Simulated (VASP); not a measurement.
# TaAl5B (P4/m) in VASP: single point with PBE

Aim: the single point of TaAl5B with PBE.

Program: VASP 6.6.1. These are calculated values, not measurements. Logs are shortened: lines on timing, memory, paths and dates and some standing lists are left out, and cuts for length are marked.

**1. The cell of the first run**

The structure is tetragonal, space group P4/m (No. 83). The conventional cell has a = 6.114 Å, b = 6.114 Å, c = 3.938 Å, α = 90.00°, β = 90.00°, γ = 90.00°. Within 3.6 Å of Ta (site symmetry 4/m) lie 8 Al at 2.76 Å. Within 3.5 Å of Al (site symmetry m) lie 4 Al at 2.66 to 2.78 Å and 2 Ta at 2.76 Å and 2 B at 3.40 Å. Within 2.6 Å of Al (site symmetry 4/m) lie 2 B at 1.97 Å. B (site symmetry 4/m) has 2 Al at 1.97 Å within 2.6 Å.

The cell was built from a structure type or drawn by symmetry, and may not be a known phase.

**2. Single point, PBE**

The input, INCAR:

```
SYSTEM = TaAl5B
PREC = Accurate ; ENCUT = 500
EDIFF = 1E-6 ; ISMEAR = 0
SIGMA = 0.2 ; LREAL = .FALSE.
LASPH = .TRUE. ; NELM = 120
ALGO = Normal ; ISIF = 2
LWAVE = .FALSE. ; LCHARG = .TRUE.
GGA = PE ; LELF = .TRUE.
LVHAR = .TRUE. ; NBANDS = 24
GGA_COMPAT = .FALSE.
```

The input, KPOINTS:

```
regular mesh
0
G
  3 3 4
  0 0 0
```

The input, POSCAR:

```
TaAl5B
1.0
    6.1141441642      0.0000000000      0.0000000000
    0.0000000000      6.1141441642      0.0000000000
    0.0000000000      0.0000000000      3.9375379681
Ta Al B
1 5 1
Direct
    0.0000000000      0.0000000000      0.5000000000
    0.9086882828      0.3023863608      0.0000000000
    0.0913117172      0.6976136392      0.0000000000
    0.6976136392      0.9086882828      0.0000000000
    0.3023863608      0.0913117172      0.0000000000
    0.5000000000      0.5000000000      0.0000000000
    0.5000000000      0.5000000000      0.5000000000
```

Potentials or basis: VASP PAW PBE potentials, release 64 (Ta_pv, Al, B).

Command:

```sh
$ cat potpaw_PBE.64/Ta_pv/POTCAR potpaw_PBE.64/Al/POTCAR potpaw_PBE.64/B/POTCAR > POTCAR
$ mpirun -np 1 vasp_std > vasp.out
```

OUTCAR:

```text
SYSTEM = TaAl5B
   PREC = Accurate
   ENCUT = 500
   EDIFF = 1E-6
   ISMEAR = 0
   LREAL = .FALSE.
   LASPH = .TRUE.
   NELM = 120
   ISIF = 2
   GGA = PE

 ion  position               nearest neighbor table
   1  0.000  0.000  0.500-   2 2.76   3 2.76   4 2.76   5 2.76   2 2.76   3 2.76   4 2.76   5 2.76

   2  0.909  0.302  0.000-   3 2.66   4 2.73   5 2.73   1 2.76   1 2.76   6 2.78
   3  0.091  0.698  0.000-   2 2.66   4 2.73   5 2.73   1 2.76   1 2.76   6 2.78
   4  0.698  0.909  0.000-   5 2.66   3 2.73   2 2.73   1 2.76   1 2.76   6 2.78
   5  0.302  0.091  0.000-   4 2.66   3 2.73   2 2.73   1 2.76   1 2.76   6 2.78
   6  0.500  0.500  0.000-   7 1.97   7 1.97   4 2.78   5 2.78   2 2.78   3 2.78
   7  0.500  0.500  0.500-   6 1.97   6 1.97

  LATTYP: Found a simple tetragonal cell.
 ALAT       =     6.1141441642
 C/A-ratio  =     0.6440047638

  Lattice vectors:

 A1 = (   6.1141441642,   0.0000000000,   0.0000000000)
 A2 = (   0.0000000000,   6.1141441642,   0.0000000000)
 A3 = (   0.0000000000,   0.0000000000,   3.9375379681)

Analysis of symmetry for initial positions (statically):
=====================================================================
 Subroutine PRICEL returns:
 Original cell was already a primitive cell.

 Routine SETGRP: Setting up the symmetry group for a
 simple tetragonal supercell.

 Subroutine GETGRP returns: Found  8 space group operations
 (whereof  8 operations were pure point group operations)
 out of a pool of 16 trial point group operations.

The static configuration has the point symmetry C_4h.

Analysis of symmetry for dynamics (positions and initial velocities):
=====================================================================
 Subroutine PRICEL returns:
 Original cell was already a primitive cell.

 Routine SETGRP: Setting up the symmetry group for a
 simple tetragonal supercell.

 Subroutine GETGRP returns: Found  8 space group operations
 (whereof  8 operations were pure point group operations)
 out of a pool of 16 trial point group operations.

The dynamic configuration has the point symmetry C_4h.

 Subroutine INISYM returns: Found  8 space group operations
 (whereof  8 operations are pure point group operations),
 and found     1 'primitive' translations

----------------------------------------------------------------------------------------

                                     Primitive cell
[... 88 lines left out ...]
   NSW    =      0    number of steps for IOM
   IBRION =     -1    ionic relax: 0-MD 1-quasi-New 2-CG
   NFREE  =      0    steps in history (QN), initial steepest desc. (CG)
   ISIF   =      2    stress and relaxation
   ISYM   =      2    0-nonsym 1-usesym 2-fastsym
   POTIM  = 0.5000    time-step for ionic-motion
   TEBEG  =    0.0;   TEEND  =   0.0 temperature during run
   PSTRESS=    0.0 pullay stress
   NELECT =      29.0000    total number of electrons
   NUPDOWN=      -1.0000    fix difference up-down
   EMIN   =  10.00;   EMAX   =-10.00  energy-range for DOS
   EFERMI =   0.00;   METHOD = LEGACY
   ISMEAR =     0;   SIGMA  =   0.20  broadening in eV -4-tet -1-fermi 0-gaus
   EFERMI_NEDOS =   21; number of points for ismear=-14 and -15
   IALGO  =     38    algorithm
   IMIX   =      4    mixing-type and parameters
     AMIX     =   0.40;   BMIX     =  1.00
     AMIX_MAG =   1.60;   BMIX_MAG =  1.00
  volume/ion in A,a.u.               =      21.03       141.90
  Fermi-wavevector in a.u.,A,eV,Ry     =   0.952596  1.800146 12.346461  0.907439
  Thomas-Fermi vector in A             =   2.081174
   LORBIT       =      0    0 simple, 1 ext, 2 COOP (PROOUT), +10 PAW based schemes
   GGA     = PE    functional components
   LHFCALC =     F    Hartree Fock is set to
   AEXX    =    0.0000 exact exchange contribution
   IVDW    =     0    specifies the selected vdW correction
   LEPSILON=     F    determine dielectric tensor
   LRPA    =     F    only Hartree local field effects (RPA)
 non-spin polarized calculation
 Gauss-broadening in eV      SIGMA  =   0.20
  energy-cutoff  :      500.00
  volume of cell :      147.20
 maximum number of plane-waves:      3752
 NGX is ok and might be reduce to    48
   NGX = 23   NGY = 23   NGZ = 15

 number of electron      28.9999999 magnetization

 Free energy of the ion-electron system (eV)
  ---------------------------------------------------
  ext. energy  EPLUGINS =         0.00000000
  ---------------------------------------------------
  free energy    TOTEN  =       -30.71806654 eV

  energy without entropy =      -30.59924142  energy(sigma->0) =      -30.65865398

 E-fermi :   4.2051     XC(G=0):  -9.3073

 val. band max:        4.1266955860   @ k =   0.3333   0.0000   0.5000
 cond. band min:       4.2149222317   @ k =   0.3333   0.0000   0.2500
 fundamental gap:      0.0882266457
 Fermi energy:         4.2051272501

 k-point     1 :       0.0000    0.0000    0.0000
  band No.  band energies     occupation
      1     -30.0021      2.00000
      2     -30.0021      2.00000
      3     -29.8262      2.00000
      4      -5.0595      2.00000
      5      -2.8460      2.00000
      6      -0.4113      2.00000
[... 232 lines left out ...]
     23       7.5523      0.00000
     24       9.1430      0.00000

------------------------ aborting loop because EDIFF is reached ----------------------------------------

  FORCE on cell =-STRESS in cart. coord.  units (eV):
  Direction    XX          YY          ZZ          XY          YZ          ZX
  --------------------------------------------------------------------------------------
  -------------------------------------------------------------------------------------
  Total        0.4794971      0.4794971      0.0503933      0.0000000      0.0000000      0.0000000
  in kB        5.2191579      5.2191579      0.5485132      0.0000001      0.0000000      0.0000000
  external PRESSURE =       3.6622763 kB  Pullay stress =       0.0000000 kB

 VOLUME and BASIS-vectors are now :
 -----------------------------------------------------------------------------
  energy-cutoff  :      500.00
  volume of cell :      147.20
      direct lattice vectors                 reciprocal lattice vectors
     6.114144164  0.000000000  0.000000000     0.163555188  0.000000000  0.000000000
     0.000000000  6.114144164  0.000000000     0.000000000  0.163555188  0.000000000
     0.000000000  0.000000000  3.937537968     0.000000000  0.000000000  0.253965805

 POSITION                                       TOTAL-FORCE (eV/Angst)
 -----------------------------------------------------------------------------------
      0.00000      0.00000      1.96877         0.000000      0.000000      0.000000
      5.55585      1.84883      0.00000         0.013410      0.010483      0.000000
      0.55829      4.26531      0.00000        -0.013410     -0.010483     -0.000000
      4.26531      5.55585      0.00000        -0.010483      0.013410     -0.000000
      1.84883      0.55829      0.00000         0.010483     -0.013410     -0.000000
      3.05707      3.05707      0.00000         0.000000      0.000000      0.000000
      3.05707      3.05707      1.96877         0.000000      0.000000      0.000000
 -----------------------------------------------------------------------------------
    total drift:                                0.000000      0.000000      0.000000

  FREE ENERGIE OF THE ION-ELECTRON SYSTEM (eV)
  ---------------------------------------------------
  free  energy   TOTEN  =       -30.7180665449 eV

  energy  without entropy=      -30.5992414174  energy(sigma->0) =      -30.65865398
```

OSZICAR:

```text
N       E                     dE             d eps       ncg     rms          rms(c)
DAV:   1     0.725388660779E+02    0.72539E+02   -0.11861E+04   472   0.945E+02
DAV:   2    -0.275533185411E+02   -0.10009E+03   -0.94387E+02   520   0.179E+02
DAV:   3    -0.323371663417E+02   -0.47838E+01   -0.45331E+01   568   0.319E+01
DAV:   4    -0.324431825617E+02   -0.10602E+00   -0.10575E+00   504   0.500E+00
DAV:   5    -0.324457314554E+02   -0.25489E-02   -0.25485E-02   576   0.847E-01    0.115E+01
DAV:   6    -0.313426235911E+02    0.11031E+01   -0.93420E+00   552   0.120E+01    0.588E+00
DAV:   7    -0.308017930891E+02    0.54083E+00   -0.33089E+00   544   0.686E+00    0.378E+00
DAV:   8    -0.307216264717E+02    0.80167E-01   -0.40079E-01   568   0.315E+00    0.129E+00
DAV:   9    -0.307186437965E+02    0.29827E-02   -0.26269E-02   504   0.810E-01    0.422E-01
DAV:  10    -0.307181070333E+02    0.53676E-03   -0.77018E-03   544   0.409E-01    0.167E-01
DAV:  11    -0.307180951786E+02    0.11855E-04   -0.16787E-03   544   0.201E-01    0.631E-02
DAV:  12    -0.307180631103E+02    0.32068E-04   -0.21705E-04   536   0.727E-02    0.255E-02
DAV:  13    -0.307180663342E+02   -0.32239E-05   -0.20817E-05   560   0.227E-02    0.462E-03
DAV:  14    -0.307180665449E+02   -0.21071E-06   -0.19257E-06   472   0.618E-03
   1 F= -.30718067E+02 E0= -.30658654E+02  d E =-.118825E+00
```

stdout:

```text
POSCAR found type information on POSCAR TaAlB
 POSCAR found :  3 types and       7 ions
 scaLAPACK will be used
 LDA part: xc-table for (Slater+PW92), standard interpolation
 POSCAR, INCAR and KPOINTS ok, starting setup
 FFT: planning ... GRIDC
 FFT: planning ... GRID_SOFT
 FFT: planning ... GRID
 WAVECAR not read
 entering main loop
```

It took 19 s on 1 thread of Intel Xeon 6975P-C (Granite Rapids), shared host; peak memory 0.25 GiB.

Results:

| Quantity | Value |
| --- | --- |
| Free energy | -30.7181 eV |
| Pressure | 0.4 GPa |
| Largest force | 0.017 eV/Å |
| Band gap on the k mesh | zero (an odd number of electrons rules out a gap without spin polarisation) |

Forces on the atoms (eV/Å):
```
Ta   0.000  0.000  0.000
Al   0.013  0.010  0.000
Al  -0.013 -0.010  0.000
Al  -0.010  0.013  0.000
Al   0.010 -0.013  0.000
Al   0.000  0.000  0.000
B    0.000  0.000  0.000
```

Levels at points of the mesh, in eV from the Fermi level:
| k point | band 12 | band 13 | band 14 | band 15 | band 16 | band 17 |
| --- | --- | --- | --- | --- | --- | --- |
| (0.00, 0.00, 0.00) | -1.35 | -1.35 | -0.39 | -0.39 | 0.10 | 0.95 |
| (0.00, 0.00, 0.50) | -0.91 | -0.91 | -0.89 | -0.89 | -0.73 | 0.28 |

Caveat: the k points lie up to 0.40 Å⁻¹ apart, too coarse for converged energies and pressures of a metal; spin-orbit coupling is left out, which moves the levels of the heavy elements.
